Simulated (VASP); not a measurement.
Input of a VASP 6.6.1 run:

INCAR

```
SYSTEM = Rb
ALGO = Normal
EDIFF = 1E-6
ENCUT = 520
GGA = PE
ISIF = 2
ISMEAR = -1
LASPH = .True.
LCHARG = .False.
LREAL = .False.
LWAVE = .False.
NBANDS = 10
NELM = 60
PREC = Accurate
SIGMA = 0.1
```

Contents of KPOINTS:

```
k-points
0
Gamma
  11 11 11
  0 0 0
```

POSCAR

```
Rb
1.0
    4.6250905688      0.0000000000      0.0000000000
    0.0000000000      4.6250905688      0.0000000000
    0.0000000000      0.0000000000      4.6250905688
Rb
1
Direct
    0.0000000000      0.0000000000      0.0000000000
```

Potentials or basis: VASP PAW PBE potentials, release 64 (Rb_sv).

Command:

```sh
$ cat potpaw_PBE.64/Rb_sv/POTCAR > POTCAR
$ mpirun -np 1 vasp_std > vasp.out
```

(1) Estimate the pressure.

## Answers

(1) 0.0 GPa.
